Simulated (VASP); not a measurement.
# Al2MoN3 (P6/mmm) in VASP: a series of runs, part 2 of 2

VASP 6.6.1. Earlier steps stand in the parts before.

## 3. Relaxation of cell and atoms, PBE, collinear spin, ferrimagnetic start

Contents of INCAR:

```
SYSTEM = Al2MoN3
  ALGO = Normal
  EDIFF = 1E-7
  EDIFFG = -0.04
  ENCUT = 600
  GGA = PE
  IBRION = 2
  ISIF = 3
  ISMEAR = 0
  ISPIN = 2
  LASPH = .TRUE.
  LCHARG = .FALSE.
  LMAXMIX = 4
  LORBIT = 11
  LREAL = .FALSE.
  LWAVE = .FALSE.
  MAGMOM = 0 0 3.69 -0.39 -0.39 -0.39
  NELM = 150
  NSW = 90
  PREC = Accurate
  SIGMA = 0.1
```

Contents of KPOINTS:

```
k-points
0
G
  3 3 6
  0 0 0
```

Contents of POSCAR:

```
Al2MoN3
1.0
    6.0386048713      0.0000000000      0.0000000000
   -3.0193024357      5.2295852220      0.0000000000
    0.0000000000      0.0000000000      3.1124354322
Al Mo N
2 1 3
Direct
    0.3333333333      0.6666666667      0.5000000000
    0.6666666667      0.3333333333      0.5000000000
    0.0000000000      0.0000000000      0.0000000000
    0.5000000000      0.0000000000      0.5000000000
    0.0000000000      0.5000000000      0.5000000000
    0.5000000000      0.5000000000      0.5000000000
```

Potentials or basis: VASP PAW PBE potentials, release 64 (Al, Mo_sv, N).

Command:

```
> cat potpaw_PBE.64/Al/POTCAR potpaw_PBE.64/Mo_sv/POTCAR potpaw_PBE.64/N/POTCAR > POTCAR
> mpirun -np 1 vasp_std > vasp.out
```

OUTCAR:

```text
SYSTEM = Al2MoN3
   EDIFF = 1E-7
   EDIFFG = -0.04
   ENCUT = 600
   GGA = PE
   IBRION = 2
   ISIF = 3
   ISMEAR = 0
   ISPIN = 2
   LASPH = .TRUE.
   LORBIT = 11
   LREAL = .FALSE.
   NELM = 150
   NSW = 90
   PREC = Accurate

 ion  position               nearest neighbor table
   1  0.333  0.667  0.500-   5 1.74   4 1.74   6 1.74
   2  0.667  0.333  0.500-   5 1.74   4 1.74   6 1.74
   3  0.000  0.000  0.000-
   4  0.500  0.000  0.500-   1 1.74   2 1.74
   5  0.000  0.500  0.500-   1 1.74   2 1.74
   6  0.500  0.500  0.500-   1 1.74   2 1.74

  LATTYP: Found a hexagonal cell.
 ALAT       =     6.0386048713
 C/A-ratio  =     0.5154229327

  Lattice vectors:

 A1 = (   6.0386048713,   0.0000000000,   0.0000000000)
 A2 = (  -3.0193024357,   5.2295852220,   0.0000000000)
 A3 = (   0.0000000000,   0.0000000000,   3.1124354322)

Analysis of symmetry for initial positions (statically):
=====================================================================
 Subroutine PRICEL returns:
 Original cell was already a primitive cell.

 Routine SETGRP: Setting up the symmetry group for a
 hexagonal supercell.

 Subroutine GETGRP returns: Found 24 space group operations
 (whereof 24 operations were pure point group operations)
 out of a pool of 24 trial point group operations.

The static configuration has the point symmetry D_6h.

Analysis of symmetry for dynamics (positions and initial velocities):
=====================================================================
 Subroutine PRICEL returns:
 Original cell was already a primitive cell.

 Routine SETGRP: Setting up the symmetry group for a
 hexagonal supercell.

 Subroutine GETGRP returns: Found 24 space group operations
 (whereof 24 operations were pure point group operations)
 out of a pool of 24 trial point group operations.

The dynamic configuration has the point symmetry D_6h.

[... 144 lines left out ...]
   NGX = 25   NGY = 25   NGZ = 13

--------------------------------------- Ionic step        1  -------------------------------------------

 number of electron      34.9999998 magnetization       2.0005918

 Free energy of the ion-electron system (eV)
  ---------------------------------------------------
  ext. energy  EPLUGINS =         0.00000000
  ---------------------------------------------------
  free energy    TOTEN  =       -37.56651933 eV

  energy without entropy =      -37.54358201  energy(sigma->0) =      -37.55505067

------------------------ aborting loop because EDIFF is reached ----------------------------------------

  FORCE on cell =-STRESS in cart. coord.  units (eV):
  Direction    XX          YY          ZZ          XY          YZ          ZX
  --------------------------------------------------------------------------------------
  -------------------------------------------------------------------------------------
  Total       -0.2774240     -0.2774240     -0.2847549      0.0000000     -0.0000000      0.0000000
  in kB       -4.5222068     -4.5222068     -4.6417047      0.0000000     -0.0000000      0.0000000
  external PRESSURE =      -4.5620394 kB  Pullay stress =       0.0000000 kB
[... 67 lines left out ...]
--------------------------------------- Ionic step        3  -------------------------------------------

 number of electron      34.9999999 magnetization       2.0005229

 Free energy of the ion-electron system (eV)
  ---------------------------------------------------
  ext. energy  EPLUGINS =         0.00000000
  ---------------------------------------------------
  free energy    TOTEN  =       -37.56716284 eV

  energy without entropy =      -37.54414148  energy(sigma->0) =      -37.55565216

 E-fermi :   3.8880     XC(G=0):  -9.5895

 val. band max:        3.8840111444   @ k =   0.0000   0.0000   0.3333
 cond. band min:       3.9074139378   @ k =   0.0000   0.0000   0.0000
 fundamental gap:      0.0234027933
 Fermi energy:         3.8880211207

 spin component 1

 k-point     1 :       0.0000    0.0000    0.0000
  band No.  band energies     occupation
      1     -57.9838      1.00000
      2     -32.2293      1.00000
      3     -32.2293      1.00000
      4     -31.8185      1.00000
      5     -10.3277      1.00000
      6      -8.9004      1.00000
[... 289 lines left out ...]
     21       4.1591      0.00006
     22       7.9098      0.00000
 Fermi energy:         3.8880211207

 spin component 2

 k-point     1 :       0.0000    0.0000    0.0000
  band No.  band energies     occupation
      1     -55.9952      1.00000
      2     -29.8831      1.00000
      3     -29.8830      1.00000
      4     -29.8830      1.00000
      5     -10.9334      1.00000
      6      -9.6254      1.00000
[... 322 lines left out ...]
  FREE ENERGIE OF THE ION-ELECTRON SYSTEM (eV)
  ---------------------------------------------------
  free  energy   TOTEN  =       -37.5671628407 eV

  energy  without entropy=      -37.5441414835  energy(sigma->0) =      -37.55565216

 reached required accuracy - stopping structural energy minimisation

 total charge

# of ion       s       p       d       tot
------------------------------------------
    1        0.402   0.504   0.000   0.906
    2        0.402   0.504   0.000   0.906
    3        2.158   5.997   3.751  11.906
    4        1.278   2.418   0.000   3.696
    5        1.278   2.418   0.000   3.696
    6        1.278   2.418   0.000   3.696
--------------------------------------------------
tot          6.797  14.260   3.751  24.807

 magnetization (x)

# of ion       s       p       d       tot
------------------------------------------
    1        0.006   0.008   0.000   0.014
    2        0.006   0.008   0.000   0.014
    3        0.038   0.031   2.914   2.983
    4       -0.005  -0.376   0.000  -0.381
    5       -0.005  -0.376   0.000  -0.381
    6       -0.005  -0.376   0.000  -0.381
--------------------------------------------------
tot          0.036  -1.083   2.914   1.867
```

OSZICAR:

```text
N       E                     dE             d eps       ncg     rms          rms(c)
DAV:   1     0.248122819508E+03    0.24812E+03   -0.17914E+04  1064   0.158E+03
DAV:   2    -0.333336731514E+02   -0.28146E+03   -0.27288E+03  1434   0.367E+02
[... 41 lines left out ...]
DAV:   5    -0.375671684038E+02    0.13639E-04   -0.28157E-05  1304   0.298E-02    0.355E-02
DAV:   6    -0.375671638221E+02    0.45817E-05   -0.21289E-05  1186   0.260E-02    0.753E-03
DAV:   7    -0.375671633766E+02    0.44551E-06   -0.30996E-06  1142   0.118E-02    0.394E-03
DAV:   8    -0.375671630931E+02    0.28344E-06   -0.29593E-07   958   0.351E-03    0.202E-03
DAV:   9    -0.375671628820E+02    0.21115E-06   -0.60013E-08   534   0.191E-03    0.632E-04
DAV:  10    -0.375671628407E+02    0.41251E-07   -0.19270E-08   546   0.906E-04
   3 F= -.37567163E+02 E0= -.37555652E+02  d E =-.643511E-03  mag=     2.0005
```

It took 91 s on 1 thread of Intel Xeon 6975P-C (Granite Rapids), shared host; peak memory 0.32 GiB.

What came out:

* Free energy: -37.5672 eV
* Relaxed volume: 16.31 Å³/atom
* Relaxed cell: a = 6.029 Å, b = 6.029 Å, c = 3.108 Å, α = 90.00°, β = 90.00°, γ = 120.00°
* Space group after relaxing (to 0.05 Å): P6/mmm (No. 191)
* Energy gained by relaxing: 0.1 meV/atom
* Ionic steps: 3
* Pressure after relaxing: 0.0 GPa
* Net moment: 2.00 μB per cell
* Site moments: Al +0.01; Mo +2.98; N -0.38 μB
* Valence electrons inside the program's atomic spheres: Al 0.91; Mo 11.91; N 3.70

The path:
| step | energy change (eV) | largest force (eV/Å) | pressure (GPa) | volume (Å³) |
| --- | --- | --- | --- | --- |
| 1 | 0.0000 | 0.0000 | -0.46 | 98.29 |
| 2 | -0.0005 | 0.0000 | 0.23 | 97.63 |
| 3 | -0.0006 | 0.0000 | 0.01 | 97.84 |

Final structure:
```
Al Mo N
1.0
     6.02947    0.00000    0.00000
    -3.01473    5.22167    0.00000
     0.00000    0.00000    3.10760
Al Mo N
2 1 3
Direct
  0.33333 0.66667 0.50000
  0.66667 0.33333 0.50000
  0.00000 0.00000 0.00000
  0.50000 0.00000 0.50000
  0.00000 0.50000 0.50000
  0.50000 0.50000 0.50000
```

Caveat: the k points lie up to 0.40 Å⁻¹ apart in the final cell.

## 4. Single point, PBE, collinear spin, ferrimagnetic start

This run uses another cell than the first one, of 16.34 Å³/atom, 0.998 times its volume.

Contents of INCAR:

```
SYSTEM = Al2MoN3
PREC = Accurate
ENCUT = 520
EDIFF = 1E-6
ISMEAR = 0
SIGMA = 0.1
LREAL = .FALSE.
LASPH = .TRUE.
NELM = 150
ALGO = Normal
ISIF = 2
LWAVE = .FALSE.
LCHARG = .TRUE.
ISPIN = 2
MAGMOM = 0 0 3.3 -0.41 -0.41 -0.41
LORBIT = 11
LMAXMIX = 4
GGA = PE
LELF = .TRUE.
LVHAR = .TRUE.
NBANDS = 30
```

Contents of KPOINTS:

```
Automatic mesh
0
G
  6 6 12
  0 0 0
```

Edit POSCAR of step 3 so:

```diff
@@ -2,5 +2,5 @@
 1.0
-    6.0386048713      0.0000000000      0.0000000000
-   -3.0193024357      5.2295852220      0.0000000000
-    0.0000000000      0.0000000000      3.1124354322
+    6.0363965341      0.0000000000      0.0000000000
+   -3.0181982671      5.2276727458      0.0000000000
+    0.0000000000      0.0000000000      3.1073767637
 Al Mo N
```

Potentials or basis: VASP PAW PBE potentials, release 64 (Al, Mo_sv, N).

Command:

```
> cat potpaw_PBE.64/Al/POTCAR potpaw_PBE.64/Mo_sv/POTCAR potpaw_PBE.64/N/POTCAR > POTCAR
> mpirun -np 1 vasp_std > vasp.out
```

OUTCAR:

```text
SYSTEM = Al2MoN3
   PREC = Accurate
   ENCUT = 520
   EDIFF = 1E-6
   ISMEAR = 0
   LREAL = .FALSE.
   LASPH = .TRUE.
   NELM = 150
   ISIF = 2
   ISPIN = 2
   LORBIT = 11
   GGA = PE

 ion  position               nearest neighbor table
   1  0.333  0.667  0.500-   4 1.74   5 1.74   6 1.74
   2  0.667  0.333  0.500-   4 1.74   5 1.74   6 1.74
   3  0.000  0.000  0.000-
   4  0.500  0.000  0.500-   1 1.74   2 1.74
   5  0.000  0.500  0.500-   1 1.74   2 1.74
   6  0.500  0.500  0.500-   1 1.74   2 1.74

  LATTYP: Found a hexagonal cell.
 ALAT       =     6.0363965341
 C/A-ratio  =     0.5147734656
[... 1777 lines left out ...]
 -----------------------------------------------------------------------------------
     -0.00000      3.48512      1.55369        -0.000000      0.000000      0.000000
      3.01820      1.74256      1.55369         0.000000     -0.000000      0.000000
      0.00000      0.00000      0.00000        -0.000000      0.000000      0.000000
      3.01820      0.00000      1.55369         0.000000      0.000000      0.000000
     -1.50910      2.61384      1.55369        -0.000000      0.000000      0.000000
      1.50910      2.61384      1.55369         0.000000      0.000000      0.000000
 -----------------------------------------------------------------------------------
    total drift:                                0.000000     -0.000000     -0.000000

  FREE ENERGIE OF THE ION-ELECTRON SYSTEM (eV)
  ---------------------------------------------------
  free  energy   TOTEN  =       -37.5911848073 eV

  energy  without entropy=      -37.5709046994  energy(sigma->0) =      -37.58104475

 total charge

# of ion       s       p       d       tot
------------------------------------------
    1        0.401   0.502   0.000   0.903
    2        0.401   0.502   0.000   0.903
    3        2.155   5.995   3.761  11.912
    4        1.281   2.423   0.000   3.704
    5        1.281   2.423   0.000   3.704
    6        1.281   2.423   0.000   3.704
--------------------------------------------------
tot          6.800  14.269   3.761  24.830

 magnetization (x)

# of ion       s       p       d       tot
------------------------------------------
    1        0.006   0.007   0.000   0.013
    2        0.006   0.007   0.000   0.013
    3        0.045   0.033   3.021   3.099
    4       -0.004  -0.371   0.000  -0.375
    5       -0.004  -0.371   0.000  -0.375
    6       -0.004  -0.371   0.000  -0.375
--------------------------------------------------
tot          0.043  -1.065   3.021   2.000
```

stdout:

```text
POSCAR found type information on POSCAR AlMoN
 POSCAR found :  3 types and       6 ions
 scaLAPACK will be used
 LDA part: xc-table for (Slater+PW92), standard interpolation
 POSCAR, INCAR and KPOINTS ok, starting setup
 FFT: planning ... GRIDC
 FFT: planning ... GRID_SOFT
 FFT: planning ... GRID
 WAVECAR not read
 entering main loop
```

Wall time 10 min (1 thread of AMD EPYC 7R13, shared host); peak memory 0.38 GiB.

What came out:

- Free energy: -37.5912 eV
- Pressure: -0.1 GPa
- Net moment: 2.17 μB per cell
- Site moments: Al +0.01; Mo +3.10; N -0.38 μB
- Valence electrons inside the program's atomic spheres: Al 0.90; Mo 11.91; N 3.70

## 5. Summary

```tsv
task	spin	cell	k mesh	cutoff (eV)	gap on the mesh (eV)	pressure (GPa)	moment (μB)
single point	collinear, ferromagnetic start	a = 6.039, b = 6.039, c = 3.112 Å, angles 90.0, 90.0, 120.0°, 6 atoms	6 × 6 × 4	520	none	0.1	2.50
relaxation of cell and atoms	collinear, ferrimagnetic start	relaxed from a = 6.039, b = 6.039, c = 3.112 Å, angles 90.0, 90.0, 120.0°, 6 atoms	3 × 3 × 6	600	none	0.0	2.00
single point	collinear, ferrimagnetic start	a = 6.036, b = 6.036, c = 3.107 Å, angles 90.0, 90.0, 120.0°, 6 atoms	6 × 6 × 12	520	none	-0.1	2.17
```

Alike in all rows: level PBE; potentials or basis VASP PAW PBE potentials, release 64 (Al, Mo_sv, N); smearing gaussian 0.1 eV.

Caveats: some runs use coarse meshes.

Absolute energies hang on the potentials; compare differences alone.
